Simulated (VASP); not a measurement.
# MoS2 (P1) in VASP: single point with PBE

Aim: the single point of MoS2 with PBE.

All numbers are computed with VASP 6.6.1; they aren't measurements. Logs are shortened: lines on timing, memory, paths and dates and some standing lists are left out, and cuts for length are marked.

## Step 1: The cell of the first run

The typed cell holds 3 atoms: a = 6.390 Å, b = 6.390 Å, c = 6.390 Å, α = 28.66°, β = 28.66°, γ = 28.66°.

## Step 2: Single point, PBE (atoms moved at random)

Contents of INCAR:

```
  ALGO = Normal
  EDIFF = 1E-6
  ENCUT = 520
  GGA = PE
  ISIF = 2
  ISMEAR = -1
  LASPH = T
  LCHARG = T
  LELF = T
  LREAL = F
  LVHAR = T
  LWAVE = F
  NBANDS = 20
  NELM = 80
  PREC = Accurate
  SIGMA = 0.05
```

Contents of KPOINTS:

```
k-points
0
Gamma
  10 10 10
```

Contents of POSCAR:

```
MoS2
1.0
    1.5814998900      0.9130793900      6.1233282100
   -1.5814998900      0.9130793900      6.1233282100
    0.0000000000     -1.8261587800      6.1233282100
Mo S
1 2
Direct
   -0.0029210000     -0.0058950000      0.0146540000
    0.7431570000      0.7689030000      0.7331110000
    0.5862370000      0.5993630000      0.5742670000
```

Potentials or basis: VASP PAW PBE potentials, release 64 (Mo_sv, S).

Command:

```
$ cat potpaw_PBE.64/Mo_sv/POTCAR potpaw_PBE.64/S/POTCAR > POTCAR
$ mpirun -np 1 vasp_std > vasp.out
```

OUTCAR:

```text
EDIFF = 1E-6
   ENCUT = 520
   GGA = PE
   ISIF = 2
   ISMEAR = -1
   LASPH = T
   LREAL = F
   NELM = 80
   PREC = Accurate

 ion  position               nearest neighbor table
   1  0.997  0.994  0.015-   2 2.28   3 2.31   2 2.34   3 2.38   2 2.40   3 2.41
   2  0.743  0.769  0.733-   1 2.28   1 2.34   1 2.40
   3  0.586  0.599  0.574-   1 2.31   1 2.38   1 2.41

  LATTYP: Found a trigonal (rhomboedric) cell.
 ALAT       =     6.3898360106
 COS(alpha) =     0.8774851015

  Lattice vectors:

 A1 = (   1.5814998900,   0.9130793900,   6.1233282100)
 A2 = (  -1.5814998900,   0.9130793900,   6.1233282100)
 A3 = (   0.0000000000,  -1.8261587800,   6.1233282100)

Analysis of symmetry for initial positions (statically):
=====================================================================
 Subroutine PRICEL returns:
 Original cell was already a primitive cell.

 Routine SETGRP: Setting up the symmetry group for a
 trigonal (rhombohedral) supercell.

 Subroutine GETGRP returns: Found  1 space group operations
 (whereof  1 operations were pure point group operations)
 out of a pool of 12 trial point group operations.

The static configuration has the point symmetry C_1 .

Analysis of symmetry for dynamics (positions and initial velocities):
=====================================================================
 Subroutine PRICEL returns:
 Original cell was already a primitive cell.

 Routine SETGRP: Setting up the symmetry group for a
 trigonal (rhombohedral) supercell.

 Subroutine GETGRP returns: Found  1 space group operations
 (whereof  1 operations were pure point group operations)
 out of a pool of 12 trial point group operations.

The dynamic configuration has the point symmetry C_1 .

 Subroutine INISYM returns: Found  1 space group operations
 (whereof  1 operations are pure point group operations),
 and found     1 'primitive' translations

----------------------------------------------------------------------------------------

                                     Primitive cell

  volume of cell :      53.0538

  direct lattice vectors                    reciprocal lattice vectors
     1.581499890  0.913079390  6.123328210     0.316155571  0.182532503  0.054436627
    -1.581499890  0.913079390  6.123328210    -0.316155571  0.182532503  0.054436627
     0.000000000 -1.826158780  6.123328210     0.000000000 -0.365065006  0.054436627

  length of vectors
     6.389836011  6.389836011  6.389836012     0.369101349  0.369101349  0.369101348

  position of ions in fractional coordinates (direct lattice)
     0.997079000  0.994105000  0.014654000
     0.743157000  0.768903000  0.733111000
     0.586237000  0.599363000  0.574267000

  ion indices of the primitive-cell ions
   primitive index   ion index
                 1           1
                 2           2
                 3           3

----------------------------------------------------------------------------------------

 KPOINTS: k-points

Automatic generation of k-mesh.
 Grid dimensions read from file:
 generate k-points for:   10   10   10

 Generating k-lattice:

  Cartesian coordinates                     Fractional coordinates (reciprocal lattice)
     0.031615557  0.018253250  0.005443663     0.100000000 -0.000000000  0.000000000
    -0.031615557  0.018253250  0.005443663    -0.000000000  0.100000000  0.000000000
     0.000000000 -0.036506501  0.005443663     0.000000000  0.000000000  0.100000000

  Length of vectors
     0.036910135  0.036910135  0.036910135

  Shift w.r.t. Gamma in fractional coordinates (k-lattice)
     0.000000000  0.000000000  0.000000000

 Subroutine IBZKPT returns following result:
 ===========================================

 Found    504 irreducible k-points:

 Following reciprocal coordinates:
            Coordinates               Weight
  0.000000  0.000000  0.000000      1.000000
  0.100000 -0.000000  0.000000      2.000000
 -0.000000  0.100000  0.000000      2.000000
  0.000000  0.000000  0.100000      2.000000
  0.200000 -0.000000  0.000000      2.000000
 -0.000000  0.200000  0.000000      2.000000
[... 16 lines left out ...]
 -0.100000 -0.200000  0.000000      2.000000
  0.100000 -0.000000  0.200000      2.000000
 [... further k-points ...]
   k-points           NKPTS =    504   k-points in BZ     NKDIM =    504   number of bands    NBANDS=     20
   number of dos      NEDOS =    301   number of ions     NIONS =      3
   total plane-waves  NPLWV = 110592
   dimension x,y,z NGX =    48 NGY =   48 NGZ =   48
   dimension x,y,z NGXF=    96 NGYF=   96 NGZF=   96
   ions per type =               1   2
   NGX,Y,Z   is equivalent  to a cutoff of  12.49, 12.49, 12.49 a.u.
   NGXF,Y,Z  is equivalent  to a cutoff of  24.98, 24.98, 24.98 a.u.
 SYSTEM =  unknown system
   PREC   = accura    normal or accurate (medium, high low for compatibility)
   ISTART =      0    job   : 0-new  1-cont  2-samecut
   ICHARG =      2    charge: 1-file 2-atom 10-const
   ISPIN  =      1    spin polarized calculation?
   LNONCOLLINEAR =      F non collinear calculations
   LSORBIT =      F    spin-orbit coupling
   LASPH  =      T    aspherical Exc in radial PAW
   ENCUT  =  520.0 eV  38.22 Ry    6.18 a.u.  11.88 11.88 11.88*2*pi/ulx,y,z
   NELM   =     80;   NELMIN=  2; NELMDL= -5     # of ELM steps
   EDIFF  = 0.1E-05   stopping-criterion for ELM
   LREAL  =      F    real-space projection
   EDIFFG = 0.1E-04   stopping-criterion for IOM
   NSW    =      0    number of steps for IOM
   IBRION =     -1    ionic relax: 0-MD 1-quasi-New 2-CG
   NFREE  =      0    steps in history (QN), initial steepest desc. (CG)
   ISIF   =      2    stress and relaxation
   ISYM   =      2    0-nonsym 1-usesym 2-fastsym
   POTIM  = 0.5000    time-step for ionic-motion
   TEBEG  =    0.0;   TEEND  =   0.0 temperature during run
   PSTRESS=    0.0 pullay stress
   NELECT =      26.0000    total number of electrons
   NUPDOWN=      -1.0000    fix difference up-down
   EMIN   =  10.00;   EMAX   =-10.00  energy-range for DOS
   EFERMI =   0.00;   METHOD = LEGACY
   ISMEAR =    -1;   SIGMA  =   0.05  broadening in eV -4-tet -1-fermi 0-gaus
   EFERMI_NEDOS =   21; number of points for ismear=-14 and -15
   IALGO  =     38    algorithm
   IMIX   =      4    mixing-type and parameters
     AMIX     =   0.40;   BMIX     =  1.00
     AMIX_MAG =   1.60;   BMIX_MAG =  1.00
  volume/ion in A,a.u.               =      17.68       119.34
  Fermi-wavevector in a.u.,A,eV,Ry     =   1.290705  2.439079 22.666222  1.665920
  Thomas-Fermi vector in A             =   2.422520
   LORBIT       =      0    0 simple, 1 ext, 2 COOP (PROOUT), +10 PAW based schemes
   GGA     = PE    functional components
   LHFCALC =     F    Hartree Fock is set to
   AEXX    =    0.0000 exact exchange contribution
   IVDW    =     0    specifies the selected vdW correction
   LEPSILON=     F    determine dielectric tensor
   LRPA    =     F    only Hartree local field effects (RPA)
 non-spin polarized calculation
  energy-cutoff  :      520.00
  volume of cell :       53.05
 maximum number of plane-waves:      1447
   NGX = 23   NGY = 23   NGZ = 23

 number of electron      26.0000000 magnetization

 Free energy of the ion-electron system (eV)
  ---------------------------------------------------
  ext. energy  EPLUGINS =         0.00000000
  ---------------------------------------------------
  free energy    TOTEN  =       -21.58949206 eV

  energy without entropy =      -21.58948076  energy(sigma->0) =      -21.58948641

 E-fermi :   8.1395     XC(G=0): -10.7746

 val. band max:        7.8569062706   @ k =   0.5000   0.5000   0.5000
 cond. band min:       8.5515238953   @ k =   0.3000  -0.0000  -0.3000
 fundamental gap:      0.6946176247
 Fermi energy:         8.1395014390

 k-point     1 :       0.0000    0.0000    0.0000
  band No.  band energies     occupation
      1     -53.8716      2.00000
      2     -28.0596      2.00000
      3     -27.8613      2.00000
      4     -27.8265      2.00000
      5      -7.5955      2.00000
      6      -5.7108      2.00000
[... 12 lines left out ...]
     19      15.8903      0.00000
     20      15.9959      0.00000

 k-point     2 :       0.1000   -0.0000    0.0000
  band No.  band energies     occupation
      1     -53.8676      2.00000
      2     -28.0514      2.00000
      3     -27.8935      2.00000
      4     -27.8448      2.00000
      5      -7.4381      2.00000
      6      -5.6724      2.00000
[... 12 lines left out ...]
     19      16.0992      0.00000
     20      16.5122      0.00000

 k-point     3 :      -0.0000    0.1000    0.0000
  band No.  band energies     occupation
      1     -53.8676      2.00000
      2     -28.0516      2.00000
      3     -27.8776      2.00000
      4     -27.8599      2.00000
      5      -7.4420      2.00000
      6      -5.6658      2.00000
[... 12 lines left out ...]
     19      16.0265      0.00000
     20      16.4689      0.00000

 k-point     4 :       0.0000    0.0000    0.1000
  band No.  band energies     occupation
      1     -53.8675      2.00000
      2     -28.0511      2.00000
      3     -27.9022      2.00000
      4     -27.8370      2.00000
      5      -7.4343      2.00000
      6      -5.6798      2.00000
[... 12 lines left out ...]
     19      16.1784      0.00000
     20      16.5834      0.00000

 k-point     5 :       0.2000   -0.0000    0.0000
  band No.  band energies     occupation
      1     -53.8570      2.00000
      2     -28.0298      2.00000
      3     -27.9955      2.00000
      4     -27.8736      2.00000
      5      -7.0028      2.00000
      6      -5.5658      2.00000
[... 12 lines left out ...]
     19      16.3082      0.00000
     20      16.6953      0.00000
[... 353 lines left out ...]
      6      -5.5991      2.00000
[... 12 lines left out ...]
     19      16.1971      0.00000
     20      16.8745      0.00000

 k-point    22 :       0.0000    0.2000    0.1000
  band No.  band energies     occupation
      1     -53.8603      2.00000
      2     -28.0371      2.00000
      3     -27.9402      2.00000
      4     -27.8867      2.00000
      5      -7.1415      2.00000
      6      -5.5991      2.00000
[... 12 lines left out ...]
     19      16.1946      0.00000
     20      16.8793      0.00000

 k-point    23 :      -0.1000   -0.2000    0.0000
  band No.  band energies     occupation
      1     -53.8602      2.00000
      2     -28.0364      2.00000
      3     -27.9599      2.00000
      4     -27.8692      2.00000
      5      -7.1313      2.00000
      6      -5.6193      2.00000
[... 12 lines left out ...]
     19      16.2606      0.00000
     20      16.9667      0.00000

 k-point    24 :       0.1000   -0.0000    0.2000
  band No.  band energies     occupation
      1     -53.8602      2.00000
      2     -28.0364      2.00000
      3     -27.9599      2.00000
      4     -27.8692      2.00000
      5      -7.1311      2.00000
      6      -5.6193      2.00000
[... 12 lines left out ...]
     19      16.2691      0.00000
     20      16.9514      0.00000

 [... further k-points ...]

------------------------ aborting loop because EDIFF is reached ----------------------------------------

  FORCE on cell =-STRESS in cart. coord.  units (eV):
  Direction    XX          YY          ZZ          XY          YZ          ZX
  --------------------------------------------------------------------------------------
  -------------------------------------------------------------------------------------
  Total        2.0541907      3.5133517      5.7995131      0.3819267     -0.2095026      0.3032666
  in kB       62.0347216    106.1000808    175.1401123     11.5338455     -6.3267903      9.1583793
  external PRESSURE =     114.4249716 kB  Pullay stress =       0.0000000 kB

 VOLUME and BASIS-vectors are now :
 -----------------------------------------------------------------------------
  energy-cutoff  :      520.00
  volume of cell :       53.05
      direct lattice vectors                 reciprocal lattice vectors
     1.581499890  0.913079390  6.123328210     0.316155571  0.182532503  0.054436627
    -1.581499890  0.913079390  6.123328210    -0.316155571  0.182532503  0.054436627
     0.000000000 -1.826158780  6.123328210     0.000000000 -0.365065006  0.054436627

 POSITION                                       TOTAL-FORCE (eV/Angst)
 -----------------------------------------------------------------------------------
      0.00470      1.79135     12.28240        -0.815709      1.763754     -0.750869
     -0.04072      0.04185     13.74792         0.518834     -0.966720      2.109640
     -0.02076      0.03384     10.77624         0.296876     -0.797034     -1.358772
 -----------------------------------------------------------------------------------
    total drift:                                0.000009      0.000048     -0.000146

  FREE ENERGIE OF THE ION-ELECTRON SYSTEM (eV)
  ---------------------------------------------------
  free  energy   TOTEN  =       -21.5894920566 eV

  energy  without entropy=      -21.5894807565  energy(sigma->0) =      -21.58948641
```

Wall time 12 min (1 thread of Intel Xeon 6975P-C (Granite Rapids), shared host); peak memory 0.69 GiB.

What came out:

| Quantity | Value |
| --- | --- |
| Free energy | -21.5895 eV |
| Pressure | 11.4 GPa |
| Largest force | 2.378 eV/Å |
| Band gap on the k mesh | 0.69 eV (least direct gap 1.48 eV) |

Forces in eV/Å, atoms in the order of the input:
```
Mo  -0.816  1.764 -0.751
S    0.519 -0.967  2.110
S    0.297 -0.797 -1.359
```

Stress tensor (GPa, compression positive):
```
 6.20  1.15  0.92
 1.15 10.61 -0.63
 0.92 -0.63 17.51
```

Caveat: the cell differs from its parent crystal (atoms moved at random); the cell stands under pressure; forces of over 1 eV/Å act on the atoms, so gaps and moduli don't describe the material at rest. A k mesh can miss the band edges.
